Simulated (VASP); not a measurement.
# W (Fm-3m) in VASP: notebook

The runs below take W through single point, with PBEsol, PBE+D3(BJ), r2SCAN50, PBE-based screened hybrid, HF.

Program: VASP 6.6.1. These are calculated values, not measurements. Logs are shortened: lines on timing, memory, paths and dates and some standing lists are left out, and cuts for length are marked.

**1. The cell of the first run**

Symmetry: Fm-3m, No. 225, cubic system. The conventional cell has a = 4.060 Å, b = 4.060 Å, c = 4.060 Å, α = 90.00°, β = 90.00°, γ = 90.00°. W (site symmetry m-3m) has 12 W at 2.87 Å within 3.8 Å.

**2. Single point, PBEsol, non-collinear spin, zero start, spin-orbit coupling**

Input file INCAR:

```
SYSTEM = W
  PREC = Accurate
  ENCUT = 520
  EDIFF = 1E-7
  ISMEAR = -1
  SIGMA = 0.05
  LREAL = .FALSE.
  LASPH = .TRUE.
  NELM = 150
  ALGO = Normal
  ISIF = 2
  LWAVE = .FALSE.
  LCHARG = .TRUE.
  MAGMOM = 0 0 0
  LORBIT = 11
  LSORBIT = .TRUE.
  GGA_COMPAT = .FALSE.
  LORBMOM = .TRUE.
  LMAXMIX = 4
  GGA = PS
  LVHAR = .TRUE.
  NBANDS = 25
```

Input file KPOINTS:

```
Automatic mesh
0
G
  8 8 8
  0 0 0
```

Input file POSCAR:

```
W
1.0
    0.0000000000      2.0300000000      2.0300000000
    2.0300000000      0.0000000000      2.0300000000
    2.0300000000      2.0300000000      0.0000000000
W
1
Direct
    0.0000000000      0.0000000000      0.0000000000
```

Potentials or basis: VASP PAW PBE potentials, release 64 (W_sv).

Launch:

```sh
$ cat potpaw_PBE.64/W_sv/POTCAR > POTCAR
$ mpirun -np 1 vasp_ncl > vasp.out
```

OUTCAR:

```text
SYSTEM = W
   PREC = Accurate
   ENCUT = 520
   EDIFF = 1E-7
   ISMEAR = -1
   LREAL = .FALSE.
   LASPH = .TRUE.
   NELM = 150
   ISIF = 2
   LORBIT = 11
   LSORBIT = .TRUE.
   GGA = PS

 ion  position               nearest neighbor table
   1  0.000  0.000  0.000-

  LATTYP: Found a face centered cubic cell.
 ALAT       =     4.0600000000

  Lattice vectors:

 A1 = (   0.0000000000,   2.0300000000,   2.0300000000)
 A2 = (   2.0300000000,   0.0000000000,   2.0300000000)
 A3 = (   2.0300000000,   2.0300000000,   0.0000000000)

Analysis of symmetry for initial positions (statically):
=====================================================================
 Subroutine PRICEL returns:
 Original cell was already a primitive cell.

 Routine SETGRP: Setting up the symmetry group for a
 face centered cubic supercell.

 Subroutine GETGRP returns: Found 48 space group operations
 (whereof 48 operations were pure point group operations)
 out of a pool of 48 trial point group operations.

The static configuration has the point symmetry O_h .

Analysis of symmetry for dynamics (positions and initial velocities):
=====================================================================
 Subroutine PRICEL returns:
 Original cell was already a primitive cell.

 Routine SETGRP: Setting up the symmetry group for a
 face centered cubic supercell.

 Subroutine GETGRP returns: Found 48 space group operations
 (whereof 48 operations were pure point group operations)
 out of a pool of 48 trial point group operations.

The dynamic configuration has the point symmetry O_h .

Analysis of structural, dynamic, and magnetic symmetry:
=====================================================================
 Subroutine PRICEL returns:
 Original cell was already a primitive cell.

 Routine SETGRP: Setting up the symmetry group for a
 face centered cubic supercell.

 Subroutine GETGRP returns: Found 48 space group operations
 (whereof 48 operations were pure point group operations)
 out of a pool of 48 trial point group operations.

The overall configuration has the point symmetry O_h .

 Subroutine INISYM returns: Found 48 space group operations
 (whereof 48 operations are pure point group operations),
 and found     1 'primitive' translations

----------------------------------------------------------------------------------------

                                     Primitive cell

  volume of cell :      16.7309

  direct lattice vectors                    reciprocal lattice vectors
     0.000000000  2.030000000  2.030000000    -0.246305419  0.246305419  0.246305419
     2.030000000  0.000000000  2.030000000     0.246305419 -0.246305419  0.246305419
     2.030000000  2.030000000  0.000000000     0.246305419  0.246305419 -0.246305419

  length of vectors
     2.870853532  2.870853532  2.870853532     0.426613499  0.426613499  0.426613499

  position of ions in fractional coordinates (direct lattice)
     0.000000000  0.000000000  0.000000000

  ion indices of the primitive-cell ions
   primitive index   ion index
                 1           1

----------------------------------------------------------------------------------------

 KPOINTS: Automatic mesh

Automatic generation of k-mesh.
 Grid dimensions read from file:
 generate k-points for:    8    8    8

 Generating k-lattice:

  Cartesian coordinates                     Fractional coordinates (reciprocal lattice)
    -0.030788177  0.030788177  0.030788177     0.125000000  0.000000000  0.000000000
     0.030788177 -0.030788177  0.030788177     0.000000000  0.125000000  0.000000000
     0.030788177  0.030788177 -0.030788177     0.000000000  0.000000000  0.125000000

  Length of vectors
     0.053326687  0.053326687  0.053326687

  Shift w.r.t. Gamma in fractional coordinates (k-lattice)
     0.000000000  0.000000000  0.000000000

 Subroutine IBZKPT returns following result:
 ===========================================

 Found     29 irreducible k-points:

 Following reciprocal coordinates:
            Coordinates               Weight
  0.000000  0.000000  0.000000      1.000000
  0.125000  0.000000  0.000000      8.000000
  0.250000  0.000000  0.000000      8.000000
  0.375000  0.000000  0.000000      8.000000
  0.500000  0.000000  0.000000      4.000000
  0.125000  0.125000  0.000000      6.000000
[... 16 lines left out ...]
  0.500000  0.250000  0.125000     48.000000
 -0.375000  0.250000  0.125000     24.000000
 [... further k-points ...]
   k-points           NKPTS =     29   k-points in BZ     NKDIM =     29   number of bands    NBANDS=     25
   number of dos      NEDOS =    301   number of ions     NIONS =      1
   total plane-waves  NPLWV =  13824
   dimension x,y,z NGX =    24 NGY =   24 NGZ =   24
   dimension x,y,z NGXF=    48 NGYF=   48 NGZF=   48
   ions per type =               1
   NGX,Y,Z   is equivalent  to a cutoff of  13.90, 13.90, 13.90 a.u.
   NGXF,Y,Z  is equivalent  to a cutoff of  27.80, 27.80, 27.80 a.u.
 SYSTEM =  W
   PREC   = accura    normal or accurate (medium, high low for compatibility)
   ISTART =      0    job   : 0-new  1-cont  2-samecut
   ICHARG =      2    charge: 1-file 2-atom 10-const
   ISPIN  =      1    spin polarized calculation?
   LNONCOLLINEAR =      T non collinear calculations
   LSORBIT =      T    spin-orbit coupling
   LASPH  =      T    aspherical Exc in radial PAW
   ENCUT  =  520.0 eV  38.22 Ry    6.18 a.u.   5.34  5.34  5.34*2*pi/ulx,y,z
   NELM   =    150;   NELMIN=  2; NELMDL= -5     # of ELM steps
   EDIFF  = 0.1E-06   stopping-criterion for ELM
   LREAL  =      F    real-space projection
   EDIFFG = 0.1E-05   stopping-criterion for IOM
   NSW    =      0    number of steps for IOM
   IBRION =     -1    ionic relax: 0-MD 1-quasi-New 2-CG
   NFREE  =      0    steps in history (QN), initial steepest desc. (CG)
   ISIF   =      2    stress and relaxation
   ISYM   =      2    0-nonsym 1-usesym 2-fastsym
   POTIM  = 0.5000    time-step for ionic-motion
   TEBEG  =    0.0;   TEEND  =   0.0 temperature during run
   PSTRESS=    0.0 pullay stress
   NELECT =      14.0000    total number of electrons
   NUPDOWN=      -1.0000    fix difference up-down
   EMIN   =  10.00;   EMAX   =-10.00  energy-range for DOS
   EFERMI =   0.00;   METHOD = LEGACY
   ISMEAR =    -1;   SIGMA  =   0.05  broadening in eV -4-tet -1-fermi 0-gaus
   EFERMI_NEDOS =   21; number of points for ismear=-14 and -15
   IALGO  =     38    algorithm
   IMIX   =      4    mixing-type and parameters
     AMIX     =   0.40;   BMIX     =  1.00
     AMIX_MAG =   1.60;   BMIX_MAG =  1.00
  volume/ion in A,a.u.               =      16.73       112.91
  Fermi-wavevector in a.u.,A,eV,Ry     =   1.542688  2.915258 32.380324  2.379887
  Thomas-Fermi vector in A             =   2.648457
   LORBIT       =     11    0 simple, 1 ext, 2 COOP (PROOUT), +10 PAW based schemes
   GGA     = PS    functional components
   LHFCALC =     F    Hartree Fock is set to
   AEXX    =    0.0000 exact exchange contribution
   IVDW    =     0    specifies the selected vdW correction
   LEPSILON=     F    determine dielectric tensor
   LRPA    =     F    only Hartree local field effects (RPA)
  energy-cutoff  :      520.00
  volume of cell :       16.73
 maximum number of plane-waves:       928
 NGX is ok and might be reduce to    24
   NGX = 11   NGY = 11   NGZ = 11

 number of electron      14.0000000 magnetization       0.0000000      0.0000000      0.0000000

 number of electron      14.0000002 magnetization      -0.0000000     -0.0000000     -0.0000000

 number of electron      14.0000002 magnetization       0.0000000     -0.0000000      0.0000000

 number of electron      14.0000002 magnetization      -0.0000000      0.0000000     -0.0000000

 Free energy of the ion-electron system (eV)
  ---------------------------------------------------
  ext. energy  EPLUGINS =         0.00000000
  ---------------------------------------------------
  free energy    TOTEN  =       -14.17284884 eV

  energy without entropy =      -14.16535148  energy(sigma->0) =      -14.16910016

 E-fermi :  10.0319     XC(G=0): -13.4478

 val. band max:       10.0157771792   @ k =   0.1250   0.0000   0.0000
 cond. band min:      10.0416034861   @ k =   0.5000   0.1250   0.0000
 fundamental gap:      0.0258263069
 Fermi energy:        10.0319096833

 k-point     1 :       0.0000    0.0000    0.0000
  band No.  band energies     occupation
      1     -63.6143      1.00000
      2     -63.6143      1.00000
      3     -33.3435      1.00000
      4     -33.3435      1.00000
      5     -24.3738      1.00000
      6     -24.3738      1.00000
[... 17 lines left out ...]
     24      27.7558      0.00000
     25      28.0420      0.00000

 k-point     2 :       0.1250    0.0000    0.0000
  band No.  band energies     occupation
      1     -63.6001      1.00000
      2     -63.6001      1.00000
      3     -33.3861      1.00000
      4     -33.3861      1.00000
      5     -24.5261      1.00000
      6     -24.5261      1.00000
[... 17 lines left out ...]
     24      25.9147      0.00000
     25      29.0888      0.00000

 k-point     3 :       0.2500    0.0000    0.0000
  band No.  band energies     occupation
      1     -63.5656      1.00000
      2     -63.5656      1.00000
      3     -33.4900      1.00000
      4     -33.4900      1.00000
      5     -24.8754      1.00000
      6     -24.8754      1.00000
[... 552 lines left out ...]
 k-point    23 :       0.5000    0.2500    0.1250
  band No.  band energies     occupation
      1     -63.5120      1.00000
      2     -63.5120      1.00000
      3     -33.6445      1.00000
      4     -33.6445      1.00000
      5     -25.2210      1.00000
      6     -25.2210      1.00000
[... 17 lines left out ...]
     24      25.9704      0.00000
     25      26.5581      0.00000

 k-point    24 :      -0.3750    0.2500    0.1250
  band No.  band energies     occupation
      1     -63.5005      1.00000
      2     -63.5005      1.00000
      3     -33.6781      1.00000
      4     -33.6781      1.00000
      5     -25.3047      1.00000
      6     -25.3047      1.00000
[... 17 lines left out ...]
     24      25.5473      0.00000
     25      26.7319      0.00000

 [... further k-points ...]

------------------------ aborting loop because EDIFF is reached ----------------------------------------

  FORCE on cell =-STRESS in cart. coord.  units (eV):
  Direction    XX          YY          ZZ          XY          YZ          ZX
  --------------------------------------------------------------------------------------
  -------------------------------------------------------------------------------------
  Total       -1.1405264     -1.1405264     -1.1405264      0.0000000     -0.0000000      0.0000000
  in kB     -109.2189041   -109.2189041   -109.2189041      0.0000000     -0.0000000      0.0000000
  external PRESSURE =    -109.2189041 kB  Pullay stress =       0.0000000 kB

 VOLUME and BASIS-vectors are now :
 -----------------------------------------------------------------------------
  energy-cutoff  :      520.00
  volume of cell :       16.73
      direct lattice vectors                 reciprocal lattice vectors
     0.000000000  2.030000000  2.030000000    -0.246305419  0.246305419  0.246305419
     2.030000000  0.000000000  2.030000000     0.246305419 -0.246305419  0.246305419
     2.030000000  2.030000000  0.000000000     0.246305419  0.246305419 -0.246305419

 POSITION                                       TOTAL-FORCE (eV/Angst)
 -----------------------------------------------------------------------------------
      0.00000      0.00000      0.00000         0.000000     -0.000000      0.000000
 -----------------------------------------------------------------------------------
    total drift:                               -0.000000      0.000000     -0.000000

  FREE ENERGIE OF THE ION-ELECTRON SYSTEM (eV)
  ---------------------------------------------------
  free  energy   TOTEN  =       -14.1728488356 eV

  energy  without entropy=      -14.1653514828  energy(sigma->0) =      -14.16910016

 orbital moment (x)

 # of ion     p       d       tot
 ----------------------------------------
  1         0.000  -0.000  -0.000
 ----------------------------------------
            0.000  -0.000  -0.000

 orbital moment (y)

 # of ion     p       d       tot
 ----------------------------------------
  1         0.000  -0.000  -0.000
 ----------------------------------------
            0.000  -0.000  -0.000

 orbital moment (z)

 # of ion     p       d       tot
 ----------------------------------------
  1        -0.000  -0.000  -0.000
 ----------------------------------------
           -0.000  -0.000  -0.000

 Spin-Orbit-Coupling matrix elements

 Ion:    1  E_soc:     -1.7268470
 l=   1
     0.0000000    -0.2307647    -0.2307647
    -0.2307647     0.0000000    -0.2307647
    -0.2307647    -0.2307647     0.0000000
 l=   2
     0.0000000    -0.0136827     0.0000000    -0.0136827    -0.0433604
    -0.0136827     0.0000000    -0.0325203    -0.0136827    -0.0108401
     0.0000000    -0.0325203     0.0000000    -0.0325203     0.0000000
    -0.0136827    -0.0136827    -0.0325203     0.0000000    -0.0108401
    -0.0433604    -0.0108401     0.0000000    -0.0108401     0.0000000
 l=   3
     0.0000000     0.0000000     0.0000000     0.0000000     0.0000000     0.0000000     0.0000000
     0.0000000     0.0000000     0.0000000     0.0000000     0.0000000     0.0000000     0.0000000
     0.0000000     0.0000000     0.0000000     0.0000000     0.0000000     0.0000000     0.0000000
     0.0000000     0.0000000     0.0000000     0.0000000     0.0000000     0.0000000     0.0000000
     0.0000000     0.0000000     0.0000000     0.0000000     0.0000000     0.0000000     0.0000000
     0.0000000     0.0000000     0.0000000     0.0000000     0.0000000     0.0000000     0.0000000
     0.0000000     0.0000000     0.0000000     0.0000000     0.0000000     0.0000000     0.0000000

 total charge

# of ion       s       p       d       tot
------------------------------------------
    1        2.403   6.308   3.295  12.006

 magnetization (x)

# of ion       s       p       d       tot
------------------------------------------
    1        0.000  -0.000  -0.000  -0.000

 magnetization (y)

# of ion       s       p       d       tot
------------------------------------------
    1        0.000  -0.000   0.000  -0.000

 magnetization (z)

# of ion       s       p       d       tot
------------------------------------------
    1        0.000  -0.000  -0.000  -0.000
```

It took 55 s on 1 thread of Intel Xeon 8259CL, shared host; peak memory 0.2 GiB.

Results:

* Free energy: -14.1728 eV
* Pressure: -10.9 GPa
* Net moment: 0.00 μB per cell
* Valence electrons inside the program's atomic spheres: W 12.01

Moments on the atoms (μB; x, y, z):
```
W   0.00 0.00 0.00
```

Caveat: the PAW data sets were made with another functional, which shifts forces and pressure a little.

**3. Single point, PBE+D3(BJ)**

Input file INCAR:

```
PREC = Accurate
ENCUT = 520
EDIFF = 1E-6
ISMEAR = 0
SIGMA = 0.05
LREAL = False
LASPH = True
NELM = 100
ALGO = Normal
ISIF = 2
LWAVE = False
LCHARG = False
GGA = PE
IVDW = 12
NBANDS = 13
```

Input file KPOINTS:

```
regular mesh
0
Gamma
  11 11 11
```

POSCAR is that of step 2.

Potentials or basis: VASP PAW PBE potentials, release 64 (W_sv).

Launch:

```sh
$ cat potpaw_PBE.64/W_sv/POTCAR > POTCAR
$ mpirun -np 1 vasp_std > vasp.out
```

Run time: 10 s. Hardware: 1 thread of Intel Xeon 8259CL, shared host; peak memory 0.15 GiB.

It converged, with:

```yaml
Free_energy: -13.1357 eV
Pressure: -11.0 GPa
Band_gap_on_the_k_mesh: zero (band 7 reaches 12.79 eV, above the bottom of band 8 at 9.69 eV)
Dispersion_energy_per_atom: -0.657 eV
```

Levels at points of the mesh, in eV from the Fermi level:
| k point | band 4 | band 5 | band 6 | band 7 | band 8 | band 9 | band 10 | band 11 |
| --- | --- | --- | --- | --- | --- | --- | --- | --- |
| (0.00, 0.00, 0.00) | -37.37 | -8.90 | -0.54 | -0.54 | -0.54 | 2.50 | 2.50 | 12.75 |

Caveat: spin-orbit coupling is left out, which moves the levels of the heavy elements; pairwise dispersion overbinds metals, which lowers pressure and volume.

**4. Single point, r2SCAN50**

POSCAR is that of step 3.

Input file INCAR.step1:

```
SYSTEM = W
  PREC = Accurate
  ENCUT = 520
  EDIFF = 1E-5
  ISMEAR = -1
  SIGMA = 0.05
  LREAL = .False.
  LASPH = .True.
  NELM = 60
  ALGO = Normal
  ISIF = 2
  LWAVE = .True.
  LCHARG = .False.
  GGA = PE
  NBANDS = 13
```

Input file INCAR.step2:

```
SYSTEM = W
  PREC = Accurate
  ENCUT = 520
  EDIFF = 1E-6
  ISMEAR = -1
  SIGMA = 0.05
  LREAL = .False.
  LASPH = .True.
  NELM = 60
  ALGO = Normal
  ISIF = 2
  LWAVE = .False.
  LCHARG = .False.
  METAGGA = R2SCAN
  LHFCALC = .True.
  AEXX = 0.5
  LMIXTAU = .True.
  PRECFOCK = Normal
  ISTART = 1
  NBANDS = 13
```

Input file KPOINTS:

```
Automatic mesh
0
Gamma
  6 6 6
  0 0 0
```

Launch:

```sh
$ cat potpaw_PBE.64/W_sv/POTCAR > POTCAR
$ cp INCAR.step1 INCAR
$ mpirun -np 1 vasp_std > vasp.out
$ cp INCAR.step2 INCAR
$ mpirun -np 1 vasp_std > vasp.out
```

Wall time 48 min (1 thread of Intel Xeon Platinum 8559C (Emerald Rapids), shared host); peak memory 0.17 GiB.

It converged, with:

```yaml
Free_energy: -38.7730 eV
Pressure: -18.0 GPa
Band_gap_on_the_k_mesh: zero (band 7 reaches 13.10 eV, above the bottom of band 8 at 8.45 eV)
```

Levels at points of the mesh, in eV from the Fermi level:
| k point | band 4 | band 5 | band 6 | band 7 | band 8 | band 9 | band 10 | band 11 |
| --- | --- | --- | --- | --- | --- | --- | --- | --- |
| (0.00, 0.00, 0.00) | -43.51 | -12.07 | -1.18 | -1.12 | -1.02 | 5.25 | 5.25 | 15.70 |
| (0.50, 0.00, 0.00) | -43.70 | -7.90 | -0.91 | -0.89 | 0.60 | 7.67 | 7.68 | 13.35 |
| (0.50, 0.50, 0.00) | -44.00 | -7.34 | -6.62 | 3.63 | 8.11 | 8.18 | 8.19 | 14.62 |

Caveat: the k points lie up to 0.45 Å⁻¹ apart; the PAW data sets were made with another functional, which shifts forces and pressure a little; spin-orbit coupling is left out, which moves the levels of the heavy elements.

(Continued in part 2 of 2.)
